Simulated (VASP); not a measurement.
# AlCo (P4mm) in VASP: notebook

The runs below take AlCo through single point, with PBE.

Program: VASP 6.6.1. These are calculated values, not measurements. Logs are shortened: lines on timing, memory, paths and dates and some standing lists are left out, and cuts for length are marked.

## (1) The cell of the first run

The structure is tetragonal, space group P4mm (No. 99). The conventional cell has a = 2.852 Å, b = 2.852 Å, c = 9.056 Å, α = 90.00°, β = 90.00°, γ = 90.00°. Al (site symmetry 4mm) has 8 Co at 2.47 Å and 6 Al at 2.85 to 3.35 Å within 3.4 Å. Al (site symmetry 4mm) has 8 Co at 2.47 Å and 6 Al at 2.85 Å within 3.3 Å. Al (site symmetry 4mm) has 8 Co at 2.47 to 2.79 Å and 6 Al at 2.85 to 3.35 Å within 3.4 Å. Co (site symmetry 4mm) has 8 Al at 2.47 to 2.79 Å and 6 Co at 2.85 to 3.35 Å within 3.4 Å. Within 3.3 Å of Co (site symmetry 4mm) lie 8 Al at 2.47 Å and 6 Co at 2.85 Å. Co (site symmetry 4mm) has 8 Al at 2.47 Å and 6 Co at 2.85 to 3.35 Å within 3.4 Å.

## (2) Single point, PBE (the distance across one plane changed)

File INCAR:

```
PREC = Accurate ; ENCUT = 520
EDIFF = 1E-6 ; ISMEAR = 0
SIGMA = 0.15 ; LREAL = F
LASPH = T ; NELM = 80
ALGO = Fast ; ISIF = 2
LWAVE = F ; LCHARG = F
GGA = PE ; NBANDS = 27
```

File KPOINTS:

```
Automatic mesh
0
Gamma
  21 21 7
```

File POSCAR:

```
AlCo
1.0
    0.0000000000     -2.8519024102      0.0000000000
    0.0000000000      0.0000000000     -2.8519024102
    9.0557072306      0.0000000000      0.0000000000
Al Co
3 3
Direct
    1.0000000000      1.0000000000      0.2361808038
    1.0000000000      1.0000000000      0.5511095374
    1.0000000000      1.0000000000      0.8660382710
    0.5000000000      0.5000000000      0.0787164370
    0.5000000000      0.5000000000      0.3936451706
    0.5000000000      0.5000000000      0.7085739042
```

Potentials or basis: VASP PAW PBE potentials, release 64 (Al, Co).

Command:

```
$ cat potpaw_PBE.64/Al/POTCAR potpaw_PBE.64/Co/POTCAR > POTCAR
$ mpirun -np 1 vasp_std > vasp.out
```

OUTCAR:

```text
PREC = Accurate
   ENCUT = 520
   EDIFF = 1E-6
   ISMEAR = 0
   LREAL = F
   LASPH = T
   NELM = 80
   ISIF = 2
   GGA = PE

 ion  position               nearest neighbor table
   1  0.000  0.000  0.236-   5 2.47   5 2.47   5 2.47   5 2.47   4 2.47   4 2.47   4 2.47   4 2.47
                             2 2.85   3 3.35
   2  0.000  0.000  0.551-   5 2.47   6 2.47   5 2.47   6 2.47   5 2.47   6 2.47   5 2.47   6 2.47
                             1 2.85   3 2.85
   3  0.000  0.000  0.866-   6 2.47   6 2.47   6 2.47   6 2.47   4 2.79   4 2.79   4 2.79   4 2.79
                             2 2.85   1 3.35
   4  0.500  0.500  0.079-   1 2.47   1 2.47   1 2.47   1 2.47   3 2.79   3 2.79   3 2.79   3 2.79
                             5 2.85
   5  0.500  0.500  0.394-   1 2.47   2 2.47   1 2.47   2 2.47   1 2.47   2 2.47   1 2.47   2 2.47
                             6 2.85   4 2.85
   6  0.500  0.500  0.709-   2 2.47   3 2.47   2 2.47   3 2.47   2 2.47   3 2.47   2 2.47   3 2.47
                             5 2.85

  LATTYP: Found a simple tetragonal cell.
 ALAT       =     2.8519024102
 C/A-ratio  =     3.1753215672

  Lattice vectors:

 A1 = (   0.0000000000,  -2.8519024102,   0.0000000000)
 A2 = (   0.0000000000,   0.0000000000,  -2.8519024102)
 A3 = (   9.0557072306,   0.0000000000,   0.0000000000)

Analysis of symmetry for initial positions (statically):
=====================================================================
 Subroutine PRICEL returns:
 Original cell was already a primitive cell.

 Routine SETGRP: Setting up the symmetry group for a
 simple tetragonal supercell.

 Subroutine GETGRP returns: Found  8 space group operations
 (whereof  8 operations were pure point group operations)
 out of a pool of 16 trial point group operations.

The static configuration has the point symmetry C_4v.

Analysis of symmetry for dynamics (positions and initial velocities):
=====================================================================
 Subroutine PRICEL returns:
 Original cell was already a primitive cell.

 Routine SETGRP: Setting up the symmetry group for a
 simple tetragonal supercell.

 Subroutine GETGRP returns: Found  8 space group operations
 (whereof  8 operations were pure point group operations)
 out of a pool of 16 trial point group operations.

The dynamic configuration has the point symmetry C_4v.

 Subroutine INISYM returns: Found  8 space group operations
 (whereof  8 operations are pure point group operations),
 and found     1 'primitive' translations

----------------------------------------------------------------------------------------

                                     Primitive cell

  volume of cell :      73.6532

  direct lattice vectors                    reciprocal lattice vectors
     0.000000000 -2.851902410  0.000000000     0.000000000 -0.350643134  0.000000000
     0.000000000  0.000000000 -2.851902410     0.000000000  0.000000000 -0.350643134
     9.055707231  0.000000000  0.000000000     0.110427598  0.000000000  0.000000000

  length of vectors
     2.851902410  2.851902410  9.055707231     0.350643134  0.350643134  0.110427598

  position of ions in fractional coordinates (direct lattice)
     0.000000000  0.000000000  0.236180804
     0.000000000  0.000000000  0.551109537
     0.000000000  0.000000000  0.866038271
     0.500000000  0.500000000  0.078716437
     0.500000000  0.500000000  0.393645171
     0.500000000  0.500000000  0.708573904

  ion indices of the primitive-cell ions
   primitive index   ion index
                 1           1
                 2           2
                 3           3
                 4           4
                 5           5
                 6           6

----------------------------------------------------------------------------------------

 KPOINTS: Automatic mesh

Automatic generation of k-mesh.
 Grid dimensions read from file:
 generate k-points for:   21   21    7

 Generating k-lattice:

  Cartesian coordinates                     Fractional coordinates (reciprocal lattice)
     0.000000000 -0.016697292  0.000000000     0.047619048  0.000000000  0.000000000
     0.000000000  0.000000000 -0.016697292     0.000000000  0.047619048  0.000000000
     0.015775371  0.000000000  0.000000000     0.000000000  0.000000000  0.142857143

  Length of vectors
     0.016697292  0.016697292  0.015775371

  Shift w.r.t. Gamma in fractional coordinates (k-lattice)
     0.000000000  0.000000000  0.000000000

 Subroutine IBZKPT returns following result:
 ===========================================

 Found    264 irreducible k-points:

 Following reciprocal coordinates:
            Coordinates               Weight
  0.000000  0.000000  0.000000      1.000000
  0.047619  0.000000  0.000000      4.000000
  0.095238  0.000000  0.000000      4.000000
  0.142857  0.000000  0.000000      4.000000
  0.190476  0.000000  0.000000      4.000000
  0.238095  0.000000  0.000000      4.000000
[... 16 lines left out ...]
  0.142857  0.095238  0.000000      8.000000
  0.190476  0.095238  0.000000      8.000000
 [... further k-points ...]
   k-points           NKPTS =    264   k-points in BZ     NKDIM =    264   number of bands    NBANDS=     27
   number of dos      NEDOS =    301   number of ions     NIONS =      6
   total plane-waves  NPLWV =  40320
   dimension x,y,z NGX =    24 NGY =   24 NGZ =   70
   dimension x,y,z NGXF=    48 NGYF=   48 NGZF=  140
   ions per type =               3   3
   NGX,Y,Z   is equivalent  to a cutoff of  13.99, 13.99, 12.85 a.u.
   NGXF,Y,Z  is equivalent  to a cutoff of  27.98, 27.98, 25.70 a.u.
 SYSTEM =  unknown system
   PREC   = accura    normal or accurate (medium, high low for compatibility)
   ISTART =      0    job   : 0-new  1-cont  2-samecut
   ICHARG =      2    charge: 1-file 2-atom 10-const
   ISPIN  =      1    spin polarized calculation?
   LNONCOLLINEAR =      F non collinear calculations
   LSORBIT =      F    spin-orbit coupling
   LASPH  =      T    aspherical Exc in radial PAW
   ENCUT  =  520.0 eV  38.22 Ry    6.18 a.u.   5.30  5.30 16.84*2*pi/ulx,y,z
   NELM   =     80;   NELMIN=  2; NELMDL= -5     # of ELM steps
   EDIFF  = 0.1E-05   stopping-criterion for ELM
   LREAL  =      F    real-space projection
   EDIFFG = 0.1E-04   stopping-criterion for IOM
   NSW    =      0    number of steps for IOM
   IBRION =     -1    ionic relax: 0-MD 1-quasi-New 2-CG
   NFREE  =      0    steps in history (QN), initial steepest desc. (CG)
   ISIF   =      2    stress and relaxation
   ISYM   =      2    0-nonsym 1-usesym 2-fastsym
   POTIM  = 0.5000    time-step for ionic-motion
   TEBEG  =    0.0;   TEEND  =   0.0 temperature during run
   PSTRESS=    0.0 pullay stress
   NELECT =      36.0000    total number of electrons
   NUPDOWN=      -1.0000    fix difference up-down
   EMIN   =  10.00;   EMAX   =-10.00  energy-range for DOS
   EFERMI =   0.00;   METHOD = LEGACY
   ISMEAR =     0;   SIGMA  =   0.15  broadening in eV -4-tet -1-fermi 0-gaus
   EFERMI_NEDOS =   21; number of points for ismear=-14 and -15
   IALGO  =     68    algorithm
   IMIX   =      4    mixing-type and parameters
     AMIX     =   0.40;   BMIX     =  1.00
     AMIX_MAG =   1.60;   BMIX_MAG =  1.00
  volume/ion in A,a.u.               =      12.28        82.84
  Fermi-wavevector in a.u.,A,eV,Ry     =   1.289571  2.436935 22.626382  1.662992
  Thomas-Fermi vector in A             =   2.421455
   LORBIT       =      0    0 simple, 1 ext, 2 COOP (PROOUT), +10 PAW based schemes
   GGA     = PE    functional components
   LHFCALC =     F    Hartree Fock is set to
   AEXX    =    0.0000 exact exchange contribution
   IVDW    =     0    specifies the selected vdW correction
   LEPSILON=     F    determine dielectric tensor
   LRPA    =     F    only Hartree local field effects (RPA)
 non-spin polarized calculation
 RMM-DIIS sequential band-by-band and
 Gauss-broadening in eV      SIGMA  =   0.15
  energy-cutoff  :      520.00
  volume of cell :       73.65
 maximum number of plane-waves:      2016
 NGX is ok and might be reduce to    24
   NGX = 11   NGY = 11   NGZ = 33

 number of electron      35.9999994 magnetization

 Free energy of the ion-electron system (eV)
  ---------------------------------------------------
  ext. energy  EPLUGINS =         0.00000000
  ---------------------------------------------------
  free energy    TOTEN  =       -35.41723261 eV

  energy without entropy =      -35.37862870  energy(sigma->0) =      -35.39793066

 E-fermi :   9.6896     XC(G=0): -11.9659

 val. band max:        9.6885042622   @ k =   0.4286   0.3333   0.1429
 cond. band min:       9.6905747611   @ k =   0.4762   0.4762   0.4286
 fundamental gap:      0.0020704988
 Fermi energy:         9.6896210882

 k-point     1 :       0.0000    0.0000    0.0000
  band No.  band energies     occupation
      1      -1.0071      2.00000
      2       0.6661      2.00000
      3       1.2710      2.00000
      4       5.2780      2.00000
      5       5.6997      2.00000
      6       6.9162      2.00000
[... 19 lines left out ...]
     26      18.0544      0.00000
     27      18.2428      0.00000

 k-point     2 :       0.0476    0.0000    0.0000
  band No.  band energies     occupation
      1      -0.9643      2.00000
      2       0.7063      2.00000
      3       1.3096      2.00000
      4       5.3078      2.00000
      5       5.7229      2.00000
      6       6.9172      2.00000
[... 19 lines left out ...]
     26      17.7786      0.00000
     27      18.1002      0.00000

 k-point     3 :       0.0952    0.0000    0.0000
  band No.  band energies     occupation
      1      -0.8362      2.00000
      2       0.8265      2.00000
      3       1.4247      2.00000
      4       5.3957      2.00000
      5       5.7907      2.00000
      6       6.9138      2.00000
[... 19 lines left out ...]
     26      17.8165      0.00000
     27      18.2576      0.00000

 k-point     4 :       0.1429    0.0000    0.0000
  band No.  band energies     occupation
      1      -0.6238      2.00000
      2       1.0251      2.00000
      3       1.6147      2.00000
      4       5.5379      2.00000
      5       5.8977      2.00000
      6       6.8859      2.00000
[... 19 lines left out ...]
     26      17.8321      0.00000
     27      18.5152      0.00000

 k-point     5 :       0.1905    0.0000    0.0000
  band No.  band energies     occupation
      1      -0.3287      2.00000
      2       1.2997      2.00000
      3       1.8768      2.00000
      4       5.7271      2.00000
      5       6.0335      2.00000
      6       6.8013      2.00000
[... 19 lines left out ...]
     26      17.8156      0.00000
     27      18.6249      0.00000

 k-point     6 :       0.2381    0.0000    0.0000
  band No.  band energies     occupation
      1       0.0465      2.00000
      2       1.6463      2.00000
      3       2.2063      2.00000
      4       5.9494      2.00000
      5       6.1791      2.00000
      6       6.6170      2.00000
[... 444 lines left out ...]
      1       2.9868      2.00000
      2       3.7434      2.00000
      3       4.0759      2.00000
      4       4.4167      2.00000
      5       5.1659      2.00000
      6       5.6659      2.00000
[... 19 lines left out ...]
     26      17.9320      0.00000
     27      19.1412      0.00000

 k-point    22 :       0.0952    0.0952    0.0000
  band No.  band energies     occupation
      1      -0.6663      2.00000
      2       0.9855      2.00000
      3       1.5771      2.00000
      4       5.5104      2.00000
      5       5.8805      2.00000
      6       6.9287      2.00000
[... 19 lines left out ...]
     26      16.9742      0.00000
     27      17.6078      0.00000

 k-point    23 :       0.1429    0.0952    0.0000
  band No.  band energies     occupation
      1      -0.4552      2.00000
      2       1.1824      2.00000
      3       1.7655      2.00000
      4       5.6487      2.00000
      5       5.9860      2.00000
      6       6.9206      2.00000
[... 19 lines left out ...]
     26      16.8921      0.00000
     27      17.4498      0.00000

 k-point    24 :       0.1905    0.0952    0.0000
  band No.  band energies     occupation
      1      -0.1621      2.00000
      2       1.4543      2.00000
      3       2.0250      2.00000
      4       5.8317      2.00000
      5       6.1199      2.00000
      6       6.8551      2.00000
[... 19 lines left out ...]
     26      17.0907      0.00000
     27      17.5857      0.00000

 [... further k-points ...]

------------------------ aborting loop because EDIFF is reached ----------------------------------------

  FORCE on cell =-STRESS in cart. coord.  units (eV):
  Direction    XX          YY          ZZ          XY          YZ          ZX
  --------------------------------------------------------------------------------------
  -------------------------------------------------------------------------------------
  Total       -3.4718890     -2.2047827     -2.2047827      0.0000000      0.0000000      0.0000000
  in kB      -75.5239548    -47.9606086    -47.9606086      0.0000000      0.0000000      0.0000000
  external PRESSURE =     -57.1483906 kB  Pullay stress =       0.0000000 kB

 VOLUME and BASIS-vectors are now :
 -----------------------------------------------------------------------------
  energy-cutoff  :      520.00
  volume of cell :       73.65
      direct lattice vectors                 reciprocal lattice vectors
     0.000000000 -2.851902410  0.000000000     0.000000000 -0.350643134  0.000000000
     0.000000000  0.000000000 -2.851902410     0.000000000  0.000000000 -0.350643134
     9.055707231  0.000000000  0.000000000     0.110427598  0.000000000  0.000000000

 POSITION                                       TOTAL-FORCE (eV/Angst)
 -----------------------------------------------------------------------------------
      2.13878      0.00000      0.00000        -0.626508     -0.000000     -0.000000
      4.99069      0.00000      0.00000        -0.092374     -0.000000     -0.000000
      7.84259      0.00000      0.00000         1.595468     -0.000000     -0.000000
      0.71283     -1.42595     -1.42595        -1.185774     -0.000000     -0.000000
      3.56474     -1.42595     -1.42595         0.056064      0.000000      0.000000
      6.41664     -1.42595     -1.42595         0.253123     -0.000000     -0.000000
 -----------------------------------------------------------------------------------
    total drift:                                0.000291     -0.000000      0.000000

  FREE ENERGIE OF THE ION-ELECTRON SYSTEM (eV)
  ---------------------------------------------------
  free  energy   TOTEN  =       -35.4172326140 eV

  energy  without entropy=      -35.3786287031  energy(sigma->0) =      -35.39793066
```

It took 6.6 min on 1 thread of AMD EPYC 9R45 (Zen 5), shared host; peak memory 0.49 GiB.

Results:

```
Free energy            : -35.4172 eV
Pressure               : -5.7 GPa
Largest force          : 1.595 eV/Å
Band gap on the k mesh : zero (bands 18 and 19 overlap by 0.93 eV)
```

Forces in eV/Å, atoms in the order of the input:
```
Al  -0.627  0.000  0.000
Al  -0.092  0.000  0.000
Al   1.595  0.000  0.000
Co  -1.186  0.000  0.000
Co   0.056  0.000  0.000
Co   0.253  0.000  0.000
```

Stress tensor (GPa, compression positive):
```
-7.55  0.00  0.00
 0.00 -4.80  0.00
 0.00  0.00 -4.80
```

Levels at points of the mesh, in eV from the Fermi level:
```csv
k point,band 15,band 16,band 17,band 18,band 19,band 20,band 21,band 22
"(0.00, 0.00, 0.00)",-0.67,-0.60,-0.60,-0.19,-0.16,0.71,4.85,6.34
```

Caveat: the cell differs from its parent crystal (the distance across one plane changed); the cell stands under tension; the run has no spin polarisation, though such a crystal can be magnetic; forces of over 1 eV/Å act on the atoms, so gaps and moduli don't describe the material at rest. Spin polarisation is off, so any magnetic state and its effect on volume and gap are missing.

## (3) Single point, PBE (the distance across one plane changed)

File INCAR:

```
SYSTEM = AlCo
PREC = Accurate ; ENCUT = 520
EDIFF = 1E-7 ; ISMEAR = 0
SIGMA = 0.15 ; LREAL = .FALSE.
LASPH = .TRUE. ; NELM = 100
ALGO = Fast ; ISIF = 2
LWAVE = .FALSE. ; LCHARG = .FALSE.
GGA = PE ; NBANDS = 27
```

File KPOINTS:

```
Automatic mesh
0
G
  21 21 7
  0 0 0
```

File POSCAR:

```
AlCo
1.0
    0.0000000000     -2.8519024102      0.0000000000
    0.0000000000      0.0000000000     -2.8519024102
    9.3057072306      0.0000000000      0.0000000000
Al Co
3 3
Direct
    1.0000000000      1.0000000000      0.2298357513
    1.0000000000      1.0000000000      0.5363038509
    1.0000000000      1.0000000000      0.8427719504
    0.5000000000      0.5000000000      0.0766017015
    0.5000000000      0.5000000000      0.3830698011
    0.5000000000      0.5000000000      0.6895379006
```

Potentials or basis: VASP PAW PBE potentials, release 64 (Al, Co).

Command:

```
$ cat potpaw_PBE.64/Al/POTCAR potpaw_PBE.64/Co/POTCAR > POTCAR
$ mpirun -np 1 vasp_std > vasp.out
```

Run time: 7.4 min. Hardware: 1 thread of AMD EPYC 9R45 (Zen 5), shared host; peak memory 0.5 GiB.

It converged, with:

- Free energy: -34.9955 eV
- Pressure: -6.5 GPa
- Largest force: 1.668 eV/Å
- Band gap on the k mesh: zero (bands 18 and 19 overlap by 0.91 eV)

Forces in eV/Å, atoms in the order of the input:
```
Al  -0.700  0.000  0.000
Al  -0.135  0.000  0.000
Al   1.668  0.000  0.000
Co  -1.136  0.000  0.000
Co   0.079  0.000  0.000
Co   0.225  0.000  0.000
```

Stress tensor (GPa, compression positive):
```
-7.72  0.00  0.00
 0.00 -5.90  0.00
 0.00  0.00 -5.90
```

Levels at points of the mesh, in eV from the Fermi level:
```csv
k point,band 15,band 16,band 17,band 18,band 19,band 20,band 21,band 22
"(0.00, 0.00, 0.00)",-0.64,-0.47,-0.47,-0.44,-0.04,0.72,4.53,6.45
```

Caveat: the cell differs from its parent crystal (the distance across one plane changed); the cell stands under tension; the run has no spin polarisation, though such a crystal can be magnetic; forces of over 1 eV/Å act on the atoms, so gaps and moduli don't describe the material at rest. Spin polarisation is off, so any magnetic state and its effect on volume and gap are missing.

(Continued in part 2 of 2.)
